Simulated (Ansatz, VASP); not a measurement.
# Al3Si2N3 in VASP and in Ansatz

Contents of INCAR:

```
SYSTEM = Al3Si2N3
PREC     = Accurate       ! precision mode
ENCUT    = 600            ! plane-wave cutoff, eV
EDIFF    = 1E-6           ! SCF threshold, eV
ISMEAR   = 0              ! smearing method
SIGMA    = 0.2            ! smearing width, eV
LREAL    = .False.        ! projectors in reciprocal space
LASPH    = .True.         ! aspherical terms in the spheres
NELM     = 100            ! most SCF steps
ALGO     = Normal         ! electronic algorithm
ISIF     = 3              ! what is computed and relaxed
LWAVE    = .False.        ! write WAVECAR
LCHARG   = .False.        ! write CHGCAR
GGA      = PE             ! functional
IBRION   = 2              ! ionic algorithm
NSW      = 80             ! ionic steps
EDIFFG   = -0.025         ! ionic threshold
```

KPOINTS

```
regular mesh
0
Gamma
  8 6 2
  0 0 0
```

File POSCAR:

```
Al3Si2N3
1.0
    3.0345725743     -0.0362040227     -0.0514140123
   -0.0392038950      3.3318234326      0.0817492048
   -0.1590130182      0.2334867994      9.4662373464
Al Si N
3 2 3
Direct
    0.4613324282      0.4772957619      0.6818433039
    0.0354070891     -0.0453174728      0.4879774807
    0.4599814060      0.4962538374      0.2530848492
    0.0136716782      0.0381529393      0.0476988350
   -0.0444034241      0.5352727680      0.8839231565
    0.5482651132     -0.0639150602      0.6246025496
    0.0517859090      0.5924589179      0.3780358863
    0.4739598004     -0.0302016913      0.1428339386
```

Input for Ansatz:

```yaml
crystal:
  lattice:
    - [3.0345725743, -0.0362040227, -0.0514140123]
    - [-0.039203895, 3.3318234326, 0.0817492048]
    - [-0.1590130182, 0.2334867994, 9.4662373464]
  atoms:
    - { symbol: Al, position: [0.4613324282, 0.4772957619, 0.6818433039] }
    - { symbol: Al, position: [0.0354070891, -0.0453174728, 0.4879774807] }
    - { symbol: Al, position: [0.459981406, 0.4962538374, 0.2530848492] }
    - { symbol: Si, position: [0.0136716782, 0.0381529393, 0.047698835] }
    - { symbol: Si, position: [-0.0444034241, 0.535272768, 0.8839231565] }
    - { symbol: "N", position: [0.5482651132, -0.0639150602, 0.6246025496] }
    - { symbol: "N", position: [0.051785909, 0.5924589179, 0.3780358863] }
    - { symbol: "N", position: [0.4739598004, -0.0302016913, 0.1428339386] }
basis:
  ecutwfc: 420
kpoints:
  mp_grid: { grid: [8, 6, 2] }
hamiltonian:
  xc: pbe
scf:
  occupations: { method: gaussian, width: 0.2 }
  lower_state_search: "off"
output:
  forces: true
  stress: true
  eigenvalues: true
relax:
  adjacent_minimum: "off"
  f_tol: 0.025
  max_steps: 60
  cell: { stress_tol: 0.25 }
```

Change from the starting cell: cell x1, atoms moved at random (sigma 0.15 Å) and cell strained at random (1.5 %), then relaxed without symmetry.

Alike in both runs: task relaxation of cell and atoms; functional PBE; k mesh 8 × 6 × 2; occupations gaussian, width 0.2 eV; no spin polarisation.

|  | VASP | Ansatz |
| --- | --- | --- |
| version | VASP 6.6.1 | Ansatz 0.2.0 |
| potentials or method | VASP PAW PBE potentials, release 64 (Al, Si, N), cutoff 600 eV | scalar-relativistic, plane waves, PAW |
| valence electrons in the cell | 32 | 32 |

|  | VASP | Ansatz | Ansatz less VASP |
| --- | --- | --- | --- |
| gap on the k mesh at the Fermi level, each at its own relaxed structure (eV) | none | none | - |
| relaxed volume (Å³/atom) | 12.59 | 12.61 | +0.024 |
| relaxed cell length with the largest relative difference (Å) | 3.369 | 3.374 | +0.0046 |

A gap of «none» marks a metal or a gap that the smearing closes.
